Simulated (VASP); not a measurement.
# AlRu (Pm-3m) in VASP: further runs

Aim: see how the results for AlRu move with the level of theory and the settings. Levels: r2SCAN, PBEsol, PBEsol-based global hybrid with 25 % exact exchange, PBE-based screened hybrid with 25 % exact exchange. Tasks: single point.

Everything below comes from runs of VASP 6.6.1. Logs are shortened: lines on timing, memory, paths and dates and some standing lists are left out, and cuts for length are marked.

## (1) The cell of the first run

The structure is cubic, space group Pm-3m (No. 221). Conventional cell: a = 3.050 Å, b = 3.050 Å, c = 3.050 Å, α = 90.00°, β = 90.00°, γ = 90.00°. Ru (site symmetry m-3m) has 8 Al at 2.64 Å and 6 Ru at 3.05 Å within 3.5 Å. Al (site symmetry m-3m) has 8 Ru at 2.64 Å and 6 Al at 3.05 Å within 3.5 Å.

## (2) Single point, r2SCAN

POSCAR reads:

```
AlRu
1.0
    3.0502737196      0.0000000000      0.0000000000
    0.0000000000      3.0502737196      0.0000000000
    0.0000000000      0.0000000000      3.0502737196
Ru Al
1 1
Direct
    0.5000000000      0.5000000000      0.5000000000
    0.0000000000      0.0000000000      0.0000000000
```

INCAR.step1 reads:

```
PREC = Accurate
ENCUT = 520
ISMEAR = -1
SIGMA = 0.05
LREAL = F
LASPH = T
NELM = 60
NBANDS = 16
GGA = PE
ALGO = Normal
EDIFF = 1E-4
LWAVE = T
LCHARG = F
```

INCAR.step2 reads:

```
PREC = Accurate
ENCUT = 520
EDIFF = 1E-7
ISMEAR = -1
SIGMA = 0.05
LREAL = F
LASPH = T
NELM = 60
ALGO = Normal
ISIF = 2
LWAVE = F
LCHARG = F
METAGGA = R2SCAN
LMIXTAU = T
NBANDS = 16
ISTART = 1
```

KPOINTS reads:

```
Automatic mesh
0
Gamma
  9 9 9
```

Potentials or basis: VASP PAW PBE potentials, release 64 (Ru_pv, Al).

On the command line:

```sh
> cat potpaw_PBE.64/Ru_pv/POTCAR potpaw_PBE.64/Al/POTCAR > POTCAR
> cp INCAR.step1 INCAR
> mpirun -np 1 vasp_std > vasp.out
> cp INCAR.step2 INCAR
> mpirun -np 1 vasp_std > vasp.out
```

OUTCAR:

```text
PREC = Accurate
   ENCUT = 520
   EDIFF = 1E-7
   ISMEAR = -1
   LREAL = F
   LASPH = T
   NELM = 60
   ISIF = 2
   METAGGA = R2SCAN
   ISTART = 1

 ion  position               nearest neighbor table
   1  0.500  0.500  0.500-   2 2.64   2 2.64   2 2.64   2 2.64   2 2.64   2 2.64   2 2.64   2 2.64

   2  0.000  0.000  0.000-   1 2.64   1 2.64   1 2.64   1 2.64   1 2.64   1 2.64   1 2.64   1 2.64

  LATTYP: Found a simple cubic cell.
 ALAT       =     3.0502737196

  Lattice vectors:

 A1 = (   3.0502737196,   0.0000000000,   0.0000000000)
 A2 = (   0.0000000000,   3.0502737196,   0.0000000000)
 A3 = (   0.0000000000,   0.0000000000,   3.0502737196)

Analysis of symmetry for initial positions (statically):
=====================================================================
 Subroutine PRICEL returns:
 Original cell was already a primitive cell.

 Routine SETGRP: Setting up the symmetry group for a
 simple cubic supercell.

 Subroutine GETGRP returns: Found 48 space group operations
 (whereof 48 operations were pure point group operations)
 out of a pool of 48 trial point group operations.

The static configuration has the point symmetry O_h .

Analysis of symmetry for dynamics (positions and initial velocities):
=====================================================================
 Subroutine PRICEL returns:
 Original cell was already a primitive cell.

 Routine SETGRP: Setting up the symmetry group for a
 simple cubic supercell.

 Subroutine GETGRP returns: Found 48 space group operations
 (whereof 48 operations were pure point group operations)
 out of a pool of 48 trial point group operations.

The dynamic configuration has the point symmetry O_h .

 Subroutine INISYM returns: Found 48 space group operations
 (whereof 48 operations are pure point group operations),
 and found     1 'primitive' translations

----------------------------------------------------------------------------------------

                                     Primitive cell

  volume of cell :      28.3803

  direct lattice vectors                    reciprocal lattice vectors
     3.050273720  0.000000000  0.000000000     0.327839431  0.000000000  0.000000000
     0.000000000  3.050273720  0.000000000     0.000000000  0.327839431  0.000000000
     0.000000000  0.000000000  3.050273720     0.000000000  0.000000000  0.327839431

  length of vectors
     3.050273720  3.050273720  3.050273720     0.327839431  0.327839431  0.327839431

  position of ions in fractional coordinates (direct lattice)
     0.500000000  0.500000000  0.500000000
     0.000000000  0.000000000  0.000000000

  ion indices of the primitive-cell ions
   primitive index   ion index
                 1           1
                 2           2

----------------------------------------------------------------------------------------

 KPOINTS: Automatic mesh

Automatic generation of k-mesh.
 Grid dimensions read from file:
 generate k-points for:    9    9    9

 Generating k-lattice:

  Cartesian coordinates                     Fractional coordinates (reciprocal lattice)
     0.036426603  0.000000000  0.000000000     0.111111111  0.000000000  0.000000000
     0.000000000  0.036426603  0.000000000     0.000000000  0.111111111  0.000000000
     0.000000000  0.000000000  0.036426603     0.000000000  0.000000000  0.111111111

  Length of vectors
     0.036426603  0.036426603  0.036426603

  Shift w.r.t. Gamma in fractional coordinates (k-lattice)
     0.000000000  0.000000000  0.000000000

 Subroutine IBZKPT returns following result:
 ===========================================

 Found     35 irreducible k-points:

 Following reciprocal coordinates:
            Coordinates               Weight
  0.000000  0.000000  0.000000      1.000000
  0.111111  0.000000  0.000000      6.000000
  0.222222  0.000000  0.000000      6.000000
  0.333333  0.000000  0.000000      6.000000
  0.444444  0.000000  0.000000      6.000000
  0.111111  0.111111  0.000000     12.000000
[... 16 lines left out ...]
  0.333333  0.333333  0.111111     24.000000
  0.444444  0.333333  0.111111     48.000000
 [... further k-points ...]
   k-points           NKPTS =     35   k-points in BZ     NKDIM =     35   number of bands    NBANDS=     16
   number of dos      NEDOS =    301   number of ions     NIONS =      2
   total plane-waves  NPLWV =  13824
   dimension x,y,z NGX =    24 NGY =   24 NGZ =   24
   dimension x,y,z NGXF=    48 NGYF=   48 NGZF=   48
   ions per type =               1   1
   NGX,Y,Z   is equivalent  to a cutoff of  13.08, 13.08, 13.08 a.u.
   NGXF,Y,Z  is equivalent  to a cutoff of  26.16, 26.16, 26.16 a.u.
 SYSTEM =  unknown system
   PREC   = accura    normal or accurate (medium, high low for compatibility)
   ISTART =      1    job   : 0-new  1-cont  2-samecut
   ICHARG =      0    charge: 1-file 2-atom 10-const
   ISPIN  =      1    spin polarized calculation?
   LNONCOLLINEAR =      F non collinear calculations
   LSORBIT =      F    spin-orbit coupling
   LASPH  =      T    aspherical Exc in radial PAW
   ENCUT  =  520.0 eV  38.22 Ry    6.18 a.u.   5.67  5.67  5.67*2*pi/ulx,y,z
   NELM   =     60;   NELMIN=  2; NELMDL=  0     # of ELM steps
   EDIFF  = 0.1E-06   stopping-criterion for ELM
   LREAL  =      F    real-space projection
   EDIFFG = 0.1E-05   stopping-criterion for IOM
   NSW    =      0    number of steps for IOM
   IBRION =     -1    ionic relax: 0-MD 1-quasi-New 2-CG
   NFREE  =      0    steps in history (QN), initial steepest desc. (CG)
   ISIF   =      2    stress and relaxation
   ISYM   =      2    0-nonsym 1-usesym 2-fastsym
   POTIM  = 0.5000    time-step for ionic-motion
   TEBEG  =    0.0;   TEEND  =   0.0 temperature during run
   PSTRESS=    0.0 pullay stress
   NELECT =      17.0000    total number of electrons
   NUPDOWN=      -1.0000    fix difference up-down
   EMIN   =  10.00;   EMAX   =-10.00  energy-range for DOS
   EFERMI =   0.00;   METHOD = LEGACY
   ISMEAR =    -1;   SIGMA  =   0.05  broadening in eV -4-tet -1-fermi 0-gaus
   EFERMI_NEDOS =   21; number of points for ismear=-14 and -15
   IALGO  =     38    algorithm
   IMIX   =      4    mixing-type and parameters
     AMIX     =   0.40;   BMIX     =  1.00
     AMIX_MAG =   1.60;   BMIX_MAG =  1.00
  volume/ion in A,a.u.               =      14.19        95.76
  Fermi-wavevector in a.u.,A,eV,Ry     =   1.380021  2.607861 25.911719  1.904458
  Thomas-Fermi vector in A             =   2.504937
   LORBIT       =      0    0 simple, 1 ext, 2 COOP (PROOUT), +10 PAW based schemes
   METAGGA = R2SCAN    functional components
   LHFCALC =     F    Hartree Fock is set to
   AEXX    =    0.0000 exact exchange contribution
   IVDW    =     0    specifies the selected vdW correction
   LEPSILON=     F    determine dielectric tensor
   LRPA    =     F    only Hartree local field effects (RPA)
 non-spin polarized calculation
  energy-cutoff  :      520.00
  volume of cell :       28.38
 maximum number of plane-waves:       784
 NGX is ok and might be reduce to    24
   NGX = 11   NGY = 11   NGZ = 11

 number of electron      17.0000005 magnetization

 Free energy of the ion-electron system (eV)
  ---------------------------------------------------
  ext. energy  EPLUGINS =         0.00000000
  ---------------------------------------------------
  free energy    TOTEN  =       -33.53048402 eV

  energy without entropy =      -33.51310409  energy(sigma->0) =      -33.52179405

 E-fermi :   9.6824     XC(G=0): -13.2975

 val. band max:        9.6757434865   @ k =   0.4444   0.1111   0.1111
 cond. band min:       9.7386844445   @ k =   0.1111   0.1111   0.0000
 fundamental gap:      0.0629409581
 Fermi energy:         9.6823960113

 k-point     1 :       0.0000    0.0000    0.0000
  band No.  band energies     occupation
      1     -33.3251      2.00000
      2     -33.3251      2.00000
      3     -33.3251      2.00000
      4      -0.0608      2.00000
      5       6.3868      2.00000
      6       6.3868      2.00000
[... 8 lines left out ...]
     15      20.8700      0.00000
     16      25.1077      0.00000

 k-point     2 :       0.1111    0.0000    0.0000
  band No.  band energies     occupation
      1     -33.3470      2.00000
      2     -33.3232      2.00000
      3     -33.3232      2.00000
      4       0.1771      2.00000
      5       6.4465      2.00000
      6       6.4696      2.00000
[... 8 lines left out ...]
     15      21.6984      0.00000
     16      25.8836      0.00000

 k-point     3 :       0.2222    0.0000    0.0000
  band No.  band energies     occupation
      1     -33.4022      2.00000
      2     -33.3185      2.00000
      3     -33.3185      2.00000
      4       0.8675      2.00000
      5       6.4518      2.00000
      6       6.6907      2.00000
[... 8 lines left out ...]
     15      22.6479      0.00000
     16      27.1058      0.00000

 k-point     4 :       0.3333    0.0000    0.0000
  band No.  band energies     occupation
      1     -33.4645      2.00000
      2     -33.3131      2.00000
      3     -33.3131      2.00000
      4       1.9432      2.00000
      5       5.9438      2.00000
      6       6.9659      2.00000
[... 8 lines left out ...]
     15      23.1848      0.00000
     16      24.9811      0.00000
[... 324 lines left out ...]
 k-point    22 :       0.4444    0.2222    0.1111
  band No.  band energies     occupation
      1     -33.4927      2.00000
      2     -33.3816      2.00000
      3     -33.3237      2.00000
      4       3.8333      2.00000
      5       5.3436      2.00000
      6       7.3420      2.00000
[... 8 lines left out ...]
     15      21.7544      0.00000
     16      23.9988      0.00000

 k-point    23 :       0.3333    0.3333    0.1111
  band No.  band energies     occupation
      1     -33.4474      2.00000
      2     -33.4444      2.00000
      3     -33.3218      2.00000
      4       3.4596      2.00000
      5       6.1538      2.00000
      6       7.2948      2.00000
[... 8 lines left out ...]
     15      23.4960      0.00000
     16      24.5099      0.00000

 k-point    24 :       0.4444    0.3333    0.1111
  band No.  band energies     occupation
      1     -33.4850      2.00000
      2     -33.4412      2.00000
      3     -33.3181      2.00000
      4       3.9426      2.00000
      5       6.0198      2.00000
      6       7.2634      2.00000
[... 8 lines left out ...]
     15      22.9896      0.00000
     16      23.6659      0.00000

 [... further k-points ...]
[... 5 lines left out ...]
  --------------------------------------------------------------------------------------
  -------------------------------------------------------------------------------------
  Total       -2.2817534     -2.2817534     -2.2817534      0.0000000      0.0000000     -0.0000000
  in kB     -128.8139335   -128.8139335   -128.8139335      0.0000000      0.0000000     -0.0000000
  external PRESSURE =    -128.8139335 kB  Pullay stress =       0.0000000 kB

 VOLUME and BASIS-vectors are now :
 -----------------------------------------------------------------------------
  energy-cutoff  :      520.00
  volume of cell :       28.38
      direct lattice vectors                 reciprocal lattice vectors
     3.050273720  0.000000000  0.000000000     0.327839431  0.000000000  0.000000000
     0.000000000  3.050273720  0.000000000     0.000000000  0.327839431  0.000000000
     0.000000000  0.000000000  3.050273720     0.000000000  0.000000000  0.327839431

 POSITION                                       TOTAL-FORCE (eV/Angst)
 -----------------------------------------------------------------------------------
      1.52514      1.52514      1.52514         0.000000      0.000000      0.000000
      0.00000      0.00000      0.00000         0.000000      0.000000      0.000000
 -----------------------------------------------------------------------------------
    total drift:                                0.000000     -0.000000     -0.000000

  FREE ENERGIE OF THE ION-ELECTRON SYSTEM (eV)
  ---------------------------------------------------
  free  energy   TOTEN  =       -33.5304840181 eV

  energy  without entropy=      -33.5131040879  energy(sigma->0) =      -33.52179405
```

It took 77 s on 1 thread of Intel Xeon 8259CL, shared host; peak memory 0.15 GiB.

Results:

- Free energy: -33.5305 eV
- Pressure: -12.9 GPa
- Band gap on the k mesh: zero (an odd number of electrons rules out a gap without spin polarisation)

Levels at points of the mesh, in eV from the Fermi level:
```tsv
k point	band 5	band 6	band 7	band 8	band 9	band 10	band 11	band 12	band 13	band 14
(0.00, 0.00, 0.00)	-3.30	-3.30	0.22	0.22	0.22	6.31	6.31	6.31	10.31	11.19
```

Caveat: the cell stands under tension; the PAW data sets were made with another functional, which shifts forces and pressure a little.

## (3) Single point, PBEsol, non-collinear spin, zero start, spin-orbit coupling

This run uses another cell than the first one, of 13.39 Å³/atom.

INCAR reads:

```
PREC = Accurate
ENCUT = 520
EDIFF = 1E-7
ISMEAR = -1
SIGMA = 0.05
LREAL = False
LASPH = True
NELM = 150
ALGO = Normal
ISIF = 2
LWAVE = False
LCHARG = False
LNONCOLLINEAR = True
MAGMOM = 0 0 0 0 0 0
LORBIT = 11
LSORBIT = True
GGA_COMPAT = False
LORBMOM = True
LMAXMIX = 4
GGA = PS
NBANDS = 29
```

KPOINTS reads:

```
regular mesh
0
Gamma
  9 9 9
```

POSCAR reads:

```
AlRu
1.0
    2.9916000000      0.0000000000      0.0000000000
    0.0000000000      2.9916000000      0.0000000000
    0.0000000000      0.0000000000      2.9916000000
Ru Al
1 1
Direct
    0.5000000000      0.5000000000      0.5000000000
    0.0000000000      0.0000000000      0.0000000000
```

Potentials or basis: VASP PAW PBE potentials, release 64 (Ru_pv, Al).

On the command line:

```sh
> cat potpaw_PBE.64/Ru_pv/POTCAR potpaw_PBE.64/Al/POTCAR > POTCAR
> mpirun -np 1 vasp_ncl > vasp.out
```

OUTCAR:

```text
PREC = Accurate
   ENCUT = 520
   EDIFF = 1E-7
   ISMEAR = -1
   LREAL = False
   LASPH = True
   NELM = 150
   ISIF = 2
   LNONCOLLINEAR = True
   LORBIT = 11
   LSORBIT = True
   GGA = PS

 ion  position               nearest neighbor table
   1  0.500  0.500  0.500-   2 2.59   2 2.59   2 2.59   2 2.59   2 2.59   2 2.59   2 2.59   2 2.59

   2  0.000  0.000  0.000-   1 2.59   1 2.59   1 2.59   1 2.59   1 2.59   1 2.59   1 2.59   1 2.59

  LATTYP: Found a simple cubic cell.
 ALAT       =     2.9916000000

  Lattice vectors:

 A1 = (   2.9916000000,   0.0000000000,   0.0000000000)
 A2 = (   0.0000000000,   2.9916000000,   0.0000000000)
 A3 = (   0.0000000000,   0.0000000000,   2.9916000000)

Analysis of symmetry for initial positions (statically):
=====================================================================
 Subroutine PRICEL returns:
 Original cell was already a primitive cell.

 Routine SETGRP: Setting up the symmetry group for a
 simple cubic supercell.

 Subroutine GETGRP returns: Found 48 space group operations
 (whereof 48 operations were pure point group operations)
 out of a pool of 48 trial point group operations.

The static configuration has the point symmetry O_h .

Analysis of symmetry for dynamics (positions and initial velocities):
=====================================================================
 Subroutine PRICEL returns:
 Original cell was already a primitive cell.

 Routine SETGRP: Setting up the symmetry group for a
 simple cubic supercell.

 Subroutine GETGRP returns: Found 48 space group operations
 (whereof 48 operations were pure point group operations)
 out of a pool of 48 trial point group operations.

The dynamic configuration has the point symmetry O_h .

Analysis of structural, dynamic, and magnetic symmetry:
=====================================================================
 Subroutine PRICEL returns:
 Original cell was already a primitive cell.

 Routine SETGRP: Setting up the symmetry group for a
[... 979 lines left out ...]
  1         0.000  -0.000  -0.000
  2         0.000   0.000   0.000
 ----------------------------------------
            0.000  -0.000  -0.000

 orbital moment (z)

 # of ion     p       d       tot
 ----------------------------------------
  1         0.000  -0.000  -0.000
  2         0.000   0.000   0.000
 ----------------------------------------
            0.000  -0.000  -0.000

 Spin-Orbit-Coupling matrix elements

 Ion:    1  E_soc:     -0.2688458
 l=   1
     0.0000000    -0.0371542    -0.0371542
    -0.0371542     0.0000000    -0.0371542
    -0.0371542    -0.0371542     0.0000000
 l=   2
     0.0000000    -0.0023069     0.0000000    -0.0023069    -0.0053465
    -0.0023069     0.0000000    -0.0040099    -0.0023069    -0.0013366
     0.0000000    -0.0040099     0.0000000    -0.0040099     0.0000000
    -0.0023069    -0.0023069    -0.0040099     0.0000000    -0.0013366
    -0.0053465    -0.0013366     0.0000000    -0.0013366     0.0000000
 l=   3
     0.0000000     0.0000000     0.0000000     0.0000000     0.0000000     0.0000000     0.0000000
     0.0000000     0.0000000     0.0000000     0.0000000     0.0000000     0.0000000     0.0000000
     0.0000000     0.0000000     0.0000000     0.0000000     0.0000000     0.0000000     0.0000000
     0.0000000     0.0000000     0.0000000     0.0000000     0.0000000     0.0000000     0.0000000
     0.0000000     0.0000000     0.0000000     0.0000000     0.0000000     0.0000000     0.0000000
     0.0000000     0.0000000     0.0000000     0.0000000     0.0000000     0.0000000     0.0000000
     0.0000000     0.0000000     0.0000000     0.0000000     0.0000000     0.0000000     0.0000000

 Ion:    2  E_soc:     -0.0002720
 l=   1
     0.0000000    -0.0000453    -0.0000453
    -0.0000453     0.0000000    -0.0000453
    -0.0000453    -0.0000453     0.0000000
 l=   2
     0.0000000     0.0000000     0.0000000     0.0000000     0.0000000
     0.0000000     0.0000000     0.0000000     0.0000000     0.0000000
     0.0000000     0.0000000     0.0000000     0.0000000     0.0000000
     0.0000000     0.0000000     0.0000000     0.0000000     0.0000000
     0.0000000     0.0000000     0.0000000     0.0000000     0.0000000
 l=   3
     0.0000000     0.0000000     0.0000000     0.0000000     0.0000000     0.0000000     0.0000000
     0.0000000     0.0000000     0.0000000     0.0000000     0.0000000     0.0000000     0.0000000
     0.0000000     0.0000000     0.0000000     0.0000000     0.0000000     0.0000000     0.0000000
     0.0000000     0.0000000     0.0000000     0.0000000     0.0000000     0.0000000     0.0000000
     0.0000000     0.0000000     0.0000000     0.0000000     0.0000000     0.0000000     0.0000000
     0.0000000     0.0000000     0.0000000     0.0000000     0.0000000     0.0000000     0.0000000
     0.0000000     0.0000000     0.0000000     0.0000000     0.0000000     0.0000000     0.0000000

 total charge

# of ion       s       p       d       tot
------------------------------------------
    1        0.339   6.251   6.193  12.784
    2        0.390   0.417   0.000   0.807
--------------------------------------------------
tot          0.729   6.668   6.193  13.590

 magnetization (x)

# of ion       s       p       d       tot
------------------------------------------
    1       -0.000   0.000   0.000  -0.000
    2        0.000   0.000   0.000   0.000
--------------------------------------------------
tot         -0.000   0.000   0.000  -0.000

 magnetization (y)

# of ion       s       p       d       tot
------------------------------------------
    1        0.000   0.000   0.000   0.000
    2       -0.000   0.000   0.000  -0.000
--------------------------------------------------
tot          0.000   0.000   0.000   0.000

 magnetization (z)

# of ion       s       p       d       tot
------------------------------------------
    1        0.000   0.000  -0.000   0.000
    2        0.000   0.000   0.000   0.000
--------------------------------------------------
tot          0.000   0.000  -0.000   0.000
```

Run time: 83 s. Hardware: 1 thread of Intel Xeon 8259CL, shared host; peak memory 0.22 GiB.

What came out:

| Property | Result |
| --- | --- |
| Free energy | -15.6570 eV |
| Pressure | -3.2 GPa |
| Net moment | 0.00 μB per cell |
| Valence electrons inside the program's atomic spheres | Ru 12.78; Al 0.81 |

Moments on the atoms (μB; x, y, z):
```
Ru  0.00 0.00 0.00
Al  0.00 0.00 0.00
```

Caveat: the cell stands under tension; the PAW data sets were made with another functional, which shifts forces and pressure a little.

(Part 1 of 2 ends here.)
